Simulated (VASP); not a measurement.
# CdSe (P6_3mc) in VASP: notebook

CdSe is run at these levels: r2SCAN, PBE; tasks: single point.

Everything below comes from runs of VASP 6.6.1. Logs are shortened: lines on timing, memory, paths and dates and some standing lists are left out, and cuts for length are marked.

## 1. The cell of the first run

The structure is hexagonal, space group P6_3mc (No. 186). The conventional cell has a = 4.341 Å, b = 4.341 Å, c = 7.077 Å, α = 90.00°, β = 90.00°, γ = 120.00°. Cd (site symmetry 3m) has 4 Se at 2.66 Å within 3.5 Å. Within 3.5 Å of Se (site symmetry 3m) lie 4 Cd at 2.66 Å.

## 2. Single point, r2SCAN

POSCAR

```
CdSe
1.0
    4.3407236658      0.0000000000      0.0000000000
   -2.1703618329      3.7591769654      0.0000000000
    0.0000000000      0.0000000000      7.0766459798
Cd Se
2 2
Direct
    0.3333333333      0.6666666667     -0.0004760038
    0.6666666667      0.3333333333      0.4995239962
    0.3333333333      0.6666666667      0.3754760038
    0.6666666667      0.3333333333      0.8754760038
```

INCAR.step1

```
SYSTEM = CdSe
PREC = Accurate
ENCUT = 520
ISMEAR = 0
SIGMA = 0.01
LREAL = .False.
LASPH = .True.
NELM = 60
NBANDS = 26
GGA = PE
ALGO = Normal
EDIFF = 1E-4
LWAVE = .True.
LCHARG = .False.
```

INCAR.step2

```
SYSTEM = CdSe
PREC = Accurate
ENCUT = 520
EDIFF = 1E-7
ISMEAR = 0
SIGMA = 0.01
LREAL = .False.
LASPH = .True.
NELM = 60
ALGO = Normal
ISIF = 2
LWAVE = .False.
LCHARG = .False.
METAGGA = R2SCAN
LMIXTAU = .True.
NBANDS = 26
ISTART = 1
```

KPOINTS

```
Automatic mesh
0
Gamma
  12 12 4
  0 0 0
```

Potentials or basis: VASP PAW PBE potentials, release 64 (Cd, Se).

On the command line:

```
$ cat potpaw_PBE.64/Cd/POTCAR potpaw_PBE.64/Se/POTCAR > POTCAR
$ cp INCAR.step1 INCAR
$ mpirun -np 1 vasp_std > vasp.out
$ cp INCAR.step2 INCAR
$ mpirun -np 1 vasp_std > vasp.out
```

OUTCAR:

```text
SYSTEM = CdSe
   PREC = Accurate
   ENCUT = 520
   EDIFF = 1E-7
   ISMEAR = 0
   LREAL = .False.
   LASPH = .True.
   NELM = 60
   ISIF = 2
   METAGGA = R2SCAN
   ISTART = 1

 ion  position               nearest neighbor table
   1  0.333  0.667  1.000-   4 2.66   4 2.66   4 2.66   3 2.66
   2  0.667  0.333  0.500-   3 2.66   3 2.66   3 2.66   4 2.66
   3  0.333  0.667  0.375-   2 2.66   2 2.66   2 2.66   1 2.66
   4  0.667  0.333  0.875-   1 2.66   1 2.66   1 2.66   2 2.66

  LATTYP: Found a hexagonal cell.
 ALAT       =     4.3407236658
 C/A-ratio  =     1.6302917496

  Lattice vectors:

 A1 = (   4.3407236658,   0.0000000000,   0.0000000000)
 A2 = (  -2.1703618329,   3.7591769654,   0.0000000000)
 A3 = (   0.0000000000,   0.0000000000,   7.0766459798)

Analysis of symmetry for initial positions (statically):
=====================================================================
 Subroutine PRICEL returns:
 Original cell was already a primitive cell.

 Routine SETGRP: Setting up the symmetry group for a
 hexagonal supercell.

 Subroutine GETGRP returns: Found 12 space group operations
 (whereof  6 operations were pure point group operations)
 out of a pool of 24 trial point group operations.

The static configuration has the point symmetry C_3v.
 The point group associated with its full space group is C_6v.

Analysis of symmetry for dynamics (positions and initial velocities):
=====================================================================
 Subroutine PRICEL returns:
 Original cell was already a primitive cell.

 Routine SETGRP: Setting up the symmetry group for a
 hexagonal supercell.

 Subroutine GETGRP returns: Found 12 space group operations
 (whereof  6 operations were pure point group operations)
 out of a pool of 24 trial point group operations.

The dynamic configuration has the point symmetry C_3v.
 The point group associated with its full space group is C_6v.

 Subroutine INISYM returns: Found 12 space group operations
 (whereof  6 operations are pure point group operations),
 and found     1 'primitive' translations

----------------------------------------------------------------------------------------

                                     Primitive cell

  volume of cell :     115.4735

  direct lattice vectors                    reciprocal lattice vectors
     4.340723666  0.000000000  0.000000000     0.230376333  0.133007838  0.000000000
    -2.170361833  3.759176965  0.000000000     0.000000000  0.266015676  0.000000000
     0.000000000  0.000000000  7.076645980     0.000000000  0.000000000  0.141309881

  length of vectors
     4.340723666  4.340723666  7.076645980     0.266015676  0.266015676  0.141309881

  position of ions in fractional coordinates (direct lattice)
     0.333333333  0.666666667  0.999523996
     0.666666667  0.333333333  0.499523996
     0.333333333  0.666666667  0.375476004
     0.666666667  0.333333333  0.875476004

  ion indices of the primitive-cell ions
   primitive index   ion index
                 1           1
                 2           2
                 3           3
                 4           4

----------------------------------------------------------------------------------------

 KPOINTS: Automatic mesh

Automatic generation of k-mesh.
 Grid dimensions read from file:
 generate k-points for:   12   12    4

 Generating k-lattice:

  Cartesian coordinates                     Fractional coordinates (reciprocal lattice)
     0.019198028  0.011083986  0.000000000     0.083333333  0.000000000  0.000000000
     0.000000000  0.022167973  0.000000000     0.000000000  0.083333333  0.000000000
     0.000000000  0.000000000  0.035327470     0.000000000  0.000000000  0.250000000

  Length of vectors
     0.022167973  0.022167973  0.035327470

  Shift w.r.t. Gamma in fractional coordinates (k-lattice)
     0.000000000  0.000000000  0.000000000

 Subroutine IBZKPT returns following result:
 ===========================================

 Found     57 irreducible k-points:

 Following reciprocal coordinates:
            Coordinates               Weight
  0.000000  0.000000  0.000000      1.000000
  0.083333  0.000000  0.000000      6.000000
  0.166667 -0.000000  0.000000      6.000000
  0.250000 -0.000000  0.000000      6.000000
  0.333333 -0.000000  0.000000      6.000000
  0.416667  0.000000  0.000000      6.000000
[... 16 lines left out ...]
  0.250000 -0.000000  0.250000     12.000000
  0.333333 -0.000000  0.250000     12.000000
 [... further k-points ...]
   k-points           NKPTS =     57   k-points in BZ     NKDIM =     57   number of bands    NBANDS=     26
   number of dos      NEDOS =    301   number of ions     NIONS =      4
   total plane-waves  NPLWV =  55296
   dimension x,y,z NGX =    32 NGY =   32 NGZ =   54
   dimension x,y,z NGXF=    64 NGYF=   64 NGZF=  108
   ions per type =               2   2
   NGX,Y,Z   is equivalent  to a cutoff of  12.26, 12.26, 12.69 a.u.
   NGXF,Y,Z  is equivalent  to a cutoff of  24.51, 24.51, 25.37 a.u.
 SYSTEM =  CdSe
   PREC   = accura    normal or accurate (medium, high low for compatibility)
   ISTART =      1    job   : 0-new  1-cont  2-samecut
   ICHARG =      0    charge: 1-file 2-atom 10-const
   ISPIN  =      1    spin polarized calculation?
   LNONCOLLINEAR =      F non collinear calculations
   LSORBIT =      F    spin-orbit coupling
   LASPH  =      T    aspherical Exc in radial PAW
   ENCUT  =  520.0 eV  38.22 Ry    6.18 a.u.   8.07  8.07 13.16*2*pi/ulx,y,z
   NELM   =     60;   NELMIN=  2; NELMDL=  0     # of ELM steps
   EDIFF  = 0.1E-06   stopping-criterion for ELM
   LREAL  =      F    real-space projection
   EDIFFG = 0.1E-05   stopping-criterion for IOM
   NSW    =      0    number of steps for IOM
   IBRION =     -1    ionic relax: 0-MD 1-quasi-New 2-CG
   NFREE  =      0    steps in history (QN), initial steepest desc. (CG)
   ISIF   =      2    stress and relaxation
   ISYM   =      2    0-nonsym 1-usesym 2-fastsym
   POTIM  = 0.5000    time-step for ionic-motion
   TEBEG  =    0.0;   TEEND  =   0.0 temperature during run
   PSTRESS=    0.0 pullay stress
   NELECT =      36.0000    total number of electrons
   NUPDOWN=      -1.0000    fix difference up-down
   EMIN   =  10.00;   EMAX   =-10.00  energy-range for DOS
   EFERMI =   0.00;   METHOD = LEGACY
   ISMEAR =     0;   SIGMA  =   0.01  broadening in eV -4-tet -1-fermi 0-gaus
   EFERMI_NEDOS =   21; number of points for ismear=-14 and -15
   IALGO  =     38    algorithm
   IMIX   =      4    mixing-type and parameters
     AMIX     =   0.40;   BMIX     =  1.00
     AMIX_MAG =   1.60;   BMIX_MAG =  1.00
  volume/ion in A,a.u.               =      28.87       194.81
  Fermi-wavevector in a.u.,A,eV,Ry     =   1.110064  2.097718 16.765686  1.232243
  Thomas-Fermi vector in A             =   2.246612
   LORBIT       =      0    0 simple, 1 ext, 2 COOP (PROOUT), +10 PAW based schemes
   METAGGA = R2SCAN    functional components
   LHFCALC =     F    Hartree Fock is set to
   AEXX    =    0.0000 exact exchange contribution
   IVDW    =     0    specifies the selected vdW correction
   LEPSILON=     F    determine dielectric tensor
   LRPA    =     F    only Hartree local field effects (RPA)
 non-spin polarized calculation
 Gauss-broadening in eV      SIGMA  =   0.01
  energy-cutoff  :      520.00
  volume of cell :      115.47
 maximum number of plane-waves:      3130
   NGX = 17   NGY = 17   NGZ = 27

 number of electron      36.0000000 magnetization

 Free energy of the ion-electron system (eV)
  ---------------------------------------------------
  ext. energy  EPLUGINS =         0.00000000
  ---------------------------------------------------
  free energy    TOTEN  =       -71.83288709 eV

  energy without entropy =      -71.83288709  energy(sigma->0) =      -71.83288709

 E-fermi :   0.4859     XC(G=0):  -9.2968

 val. band max:        0.4420113038   @ k =   0.0000   0.0000   0.0000
 cond. band min:       1.5365432975   @ k =   0.0000   0.0000   0.0000
 fundamental gap:      1.0945319937
 Fermi energy:         0.4858561616

 k-point     1 :       0.0000    0.0000    0.0000
  band No.  band energies     occupation
      1     -12.4356      2.00000
      2     -12.0731      2.00000
      3      -7.6323      2.00000
      4      -7.6266      2.00000
      5      -7.6265      2.00000
      6      -7.5580      2.00000
[... 18 lines left out ...]
     25       7.9933      0.00000
     26       8.4992      0.00000

 k-point     2 :       0.0833    0.0000    0.0000
  band No.  band energies     occupation
      1     -12.4146      2.00000
      2     -12.0634      2.00000
      3      -7.6264      2.00000
      4      -7.6187      2.00000
      5      -7.6087      2.00000
      6      -7.5485      2.00000
[... 18 lines left out ...]
     25       8.1605      0.00000
     26       8.3615      0.00000

 k-point     3 :       0.1667   -0.0000    0.0000
  band No.  band energies     occupation
      1     -12.3562      2.00000
      2     -12.0378      2.00000
      3      -7.6073      2.00000
      4      -7.5984      2.00000
      5      -7.5588      2.00000
      6      -7.5189      2.00000
[... 18 lines left out ...]
     25       8.0633      0.00000
     26       8.6226      0.00000

 k-point     4 :       0.2500   -0.0000    0.0000
  band No.  band energies     occupation
      1     -12.2729      2.00000
      2     -12.0054      2.00000
      3      -7.5836      2.00000
      4      -7.5735      2.00000
      5      -7.4942      2.00000
      6      -7.4792      2.00000
[... 18 lines left out ...]
     25       8.3990      0.00000
     26       8.8764      0.00000
[... 496 lines left out ...]
      1     -12.3084      2.00000
      2     -12.0828      2.00000
      3      -7.5909      2.00000
      4      -7.5881      2.00000
      5      -7.5422      2.00000
      6      -7.5318      2.00000
[... 18 lines left out ...]
     25       8.2137      0.00000
     26       8.3038      0.00000

 k-point    23 :       0.2500   -0.0000    0.2500
  band No.  band energies     occupation
      1     -12.2319      2.00000
      2     -12.0423      2.00000
      3      -7.5705      2.00000
      4      -7.5603      2.00000
      5      -7.5050      2.00000
      6      -7.4936      2.00000
[... 18 lines left out ...]
     25       8.3082      0.00000
     26       8.9344      0.00000

 k-point    24 :       0.3333   -0.0000    0.2500
  band No.  band energies     occupation
      1     -12.1509      2.00000
      2     -12.0055      2.00000
      3      -7.5550      2.00000
      4      -7.5362      2.00000
      5      -7.4718      2.00000
      6      -7.4564      2.00000
[... 18 lines left out ...]
     25       8.4058      0.00000
     26       9.5515      0.00000

 [... further k-points ...]
[... 5 lines left out ...]
  --------------------------------------------------------------------------------------
  -------------------------------------------------------------------------------------
  Total        0.1643103      0.1643103      0.1866513      0.0000000     -0.0000000      0.0000000
  in kB        2.2797806      2.2797806      2.5897581      0.0000000     -0.0000000      0.0000000
  external PRESSURE =       2.3831064 kB  Pullay stress =       0.0000000 kB

 VOLUME and BASIS-vectors are now :
 -----------------------------------------------------------------------------
  energy-cutoff  :      520.00
  volume of cell :      115.47
      direct lattice vectors                 reciprocal lattice vectors
     4.340723666  0.000000000  0.000000000     0.230376333  0.133007838  0.000000000
    -2.170361833  3.759176965  0.000000000     0.000000000  0.266015676  0.000000000
     0.000000000  0.000000000  7.076645980     0.000000000  0.000000000  0.141309881

 POSITION                                       TOTAL-FORCE (eV/Angst)
 -----------------------------------------------------------------------------------
     -0.00000      2.50612      7.07328        -0.000000      0.000000     -0.000563
      2.17036      1.25306      3.53495         0.000000     -0.000000     -0.000563
     -0.00000      2.50612      2.65711        -0.000000      0.000000      0.000563
      2.17036      1.25306      6.19543        -0.000000      0.000000      0.000563
 -----------------------------------------------------------------------------------
    total drift:                               -0.000000      0.000000     -0.003040

  FREE ENERGIE OF THE ION-ELECTRON SYSTEM (eV)
  ---------------------------------------------------
  free  energy   TOTEN  =       -71.8328870921 eV

  energy  without entropy=      -71.8328870921  energy(sigma->0) =      -71.83288709
```

It took 6.1 min on 1 thread of Intel Xeon Platinum 8375C at 2.90GHz (Ice Lake), shared host; peak memory 0.33 GiB.

What came out:

```yaml
Free_energy: -71.8329 eV
Pressure: 0.2 GPa
Band_gap_on_the_k_mesh: 1.09 eV, direct
```

Caveat: the PAW data sets were made with another functional, which shifts forces and pressure a little.

## 3. Single point, PBE (volume changed by -6%)

INCAR

```
ALGO = Normal ; EDIFF = 1E-6
ENCUT = 520 ; GGA = PE
ISIF = 2 ; ISMEAR = 0
LASPH = T ; LCHARG = T
LELF = T ; LREAL = F
LVHAR = T ; LWAVE = F
NBANDS = 26 ; NELM = 60
PREC = Accurate ; SIGMA = 0.01
```

KPOINTS

```
k-points
0
Gamma
  6 6 4
```

POSCAR

```
CdSe
1.0
    4.2945111868      0.0000000000      0.0000000000
   -2.1472555934      3.7191557846      0.0000000000
    0.0000000000      0.0000000000      7.0095386911
Cd Se
2 2
Direct
    0.3333333333      0.6666666667     -0.0002790363
    0.6666666667      0.3333333333      0.4997209637
    0.3333333333      0.6666666667      0.3752790363
    0.6666666667      0.3333333333      0.8752790363
```

Potentials or basis: VASP PAW PBE potentials, release 64 (Cd, Se).

On the command line:

```
$ cat potpaw_PBE.64/Cd/POTCAR potpaw_PBE.64/Se/POTCAR > POTCAR
$ mpirun -np 1 vasp_std > vasp.out
```

Wall time 38 s (1 thread of Intel Xeon Platinum 8559C (Emerald Rapids), shared host); peak memory 0.24 GiB.

It converged, with:

```
Free energy            : -10.9122 eV
Pressure               : 3.5 GPa
Band gap on the k mesh : 0.68 eV, direct
```

Levels at points of the mesh, in eV from the valence-band top:
```
           k point  band 16  band 17  band 18  band 19  band 20  band 21
(0.00, 0.00, 0.00)    -0.05     0.00     0.00     0.68     2.21     5.86
(0.50, 0.00, 0.00)    -1.88    -1.35    -0.76     3.22     3.33     4.76
(0.00, 0.00, 0.50)    -0.40    -0.40    -0.40     2.38     2.38     5.86
(0.50, 0.00, 0.50)    -1.38    -1.36    -1.36     2.93     2.93     4.85
```

Caveat: the cell differs from its parent crystal (volume changed by -6%).

## 4. Single point, PBE (volume changed by -3%)

INCAR

```
ALGO = Normal
EDIFF = 1E-6
ENCUT = 520
GGA = PE
ISIF = 2
ISMEAR = 0
LASPH = T
LCHARG = F
LREAL = F
LWAVE = F
NBANDS = 26
NELM = 60
PREC = Accurate
SIGMA = 0.01
```

KPOINTS is that of step 3.

POSCAR

```
CdSe
1.0
    4.3397198899      0.0000000000      0.0000000000
   -2.1698599450      3.7583076700      0.0000000000
    0.0000000000      0.0000000000      7.0833287315
Cd Se
2 2
Direct
    0.3333333333      0.6666666667     -0.0002790363
    0.6666666667      0.3333333333      0.4997209637
    0.3333333333      0.6666666667      0.3752790363
    0.6666666667      0.3333333333      0.8752790363
```

On the command line:

```
$ cat potpaw_PBE.64/Cd/POTCAR potpaw_PBE.64/Se/POTCAR > POTCAR
$ mpirun -np 1 vasp_std > vasp.out
```

Run time: 44 s. Hardware: 1 thread of Intel Xeon Platinum 8559C (Emerald Rapids), shared host; peak memory 0.24 GiB.

It converged, with:

* Free energy: -10.9697 eV
* Pressure: 1.7 GPa
* Band gap on the k mesh: 0.61 eV, direct

Levels at points of the mesh, in eV from the valence-band top:
| k point | band 14 | band 15 | band 16 | band 17 | band 18 | band 19 | band 20 | band 21 | band 22 | band 23 |
| --- | --- | --- | --- | --- | --- | --- | --- | --- | --- | --- |
| (0.00, 0.00, 0.00) | -0.73 | -0.73 | -0.05 | 0.00 | 0.00 | 0.61 | 2.18 | 5.86 | 5.86 | 6.13 |
| (0.50, 0.00, 0.00) | -3.54 | -2.55 | -1.77 | -1.27 | -0.72 | 3.16 | 3.33 | 4.77 | 6.04 | 6.44 |
| (0.00, 0.00, 0.50) | -2.60 | -0.38 | -0.38 | -0.38 | -0.38 | 2.32 | 2.32 | 5.81 | 5.81 | 6.25 |
| (0.50, 0.00, 0.50) | -4.08 | -1.31 | -1.31 | -1.29 | -1.29 | 2.92 | 2.92 | 4.84 | 4.84 | 7.65 |

Caveat: the cell differs from its parent crystal (volume changed by -3%).

## 5. Single point, PBE

This run uses another cell than the first one, of 29.78 Å³/atom, 1.031 times its volume.

INCAR

```
SYSTEM = CdSe
PREC     = Accurate       ! precision mode
ENCUT    = 520            ! plane-wave cutoff, eV
EDIFF    = 1E-7           ! SCF threshold, eV
ISMEAR   = 0              ! smearing method
SIGMA    = 0.01           ! smearing width, eV
LREAL    = .FALSE.        ! projectors in reciprocal space
LASPH    = .TRUE.         ! aspherical terms in the spheres
NELM     = 80             ! most SCF steps
ALGO     = Normal         ! electronic algorithm
ISIF     = 2              ! what is computed and relaxed
LWAVE    = .FALSE.        ! write WAVECAR
LCHARG   = .TRUE.         ! write CHGCAR
GGA      = PE             ! functional
LELF     = .TRUE.         ! ELF
LVHAR    = .TRUE.       
NBANDS   = 26             ! bands
```

KPOINTS

```
Automatic mesh
0
G
  6 6 4
  0 0 0
```

POSCAR

```
CdSe
1.0
    4.3840058047      0.0000000000      0.0000000000
   -2.1920029023      3.7966603972      0.0000000000
    0.0000000000      0.0000000000      7.1556125886
Cd Se
2 2
Direct
    0.3333333333      0.6666666667     -0.0002790363
    0.6666666667      0.3333333333      0.4997209637
    0.3333333333      0.6666666667      0.3752790363
    0.6666666667      0.3333333333      0.8752790363
```

On the command line:

```
$ cat potpaw_PBE.64/Cd/POTCAR potpaw_PBE.64/Se/POTCAR > POTCAR
$ mpirun -np 1 vasp_std > vasp.out
```

It took 62 s on 1 thread of Intel Xeon Platinum 8559C (Emerald Rapids), shared host; peak memory 0.26 GiB.

It converged, with:

```
Free energy            : -10.9910 eV
Pressure               : 0.2 GPa
Largest force          : 0.004 eV/Å
Band gap on the k mesh : 0.54 eV, direct
```

Forces in eV/Å, atoms in the order of the input:
```
Cd   0.000  0.000 -0.004
Cd   0.000  0.000 -0.004
Se   0.000  0.000  0.004
Se   0.000  0.000  0.004
```

Levels at points of the mesh, in eV from the valence-band top:
```
           k point  band 14  band 15  band 16  band 17  band 18  band 19  band 20  band 21  band 22  band 23
(0.00, 0.00, 0.00)    -0.69    -0.69    -0.04     0.00     0.00     0.54     2.14     5.85     5.85     6.12
(0.50, 0.00, 0.00)    -3.42    -2.42    -1.67    -1.20    -0.68     3.09     3.33     4.78     5.93     6.43
(0.00, 0.00, 0.50)    -2.53    -0.36    -0.36    -0.36    -0.36     2.26     2.26     5.76     5.76     6.24
(0.50, 0.00, 0.50)    -3.94    -1.24    -1.24    -1.21    -1.21     2.90     2.90     4.83     4.83     7.56
```

A hybrid or GW would open this gap; PBE tends to underestimate it.

## 6. Summary

```tsv
level	cell	k mesh	gap on the mesh (eV)	pressure (GPa)
r2SCAN	a = 4.341, b = 4.341, c = 7.077 Å, angles 90.0, 90.0, 120.0°, 4 atoms	12 × 12 × 4	1.09	0.2
PBE	a = 4.295, b = 4.295, c = 7.010 Å, angles 90.0, 90.0, 120.0°, 4 atoms	6 × 6 × 4	0.68	3.5
PBE	a = 4.340, b = 4.340, c = 7.083 Å, angles 90.0, 90.0, 120.0°, 4 atoms	6 × 6 × 4	0.61	1.7
PBE	a = 4.384, b = 4.384, c = 7.156 Å, angles 90.0, 90.0, 120.0°, 4 atoms	6 × 6 × 4	0.54	0.2
```

Alike in all rows: task single point; potentials or basis VASP PAW PBE potentials, release 64 (Cd, Se); no spin polarisation; cutoff (eV) 520; smearing gaussian 0.01 eV.

Caveats: the PAW data sets were made with another functional, which shifts forces and pressure a little (some runs).

Absolute energies hang on the potentials; compare differences alone.
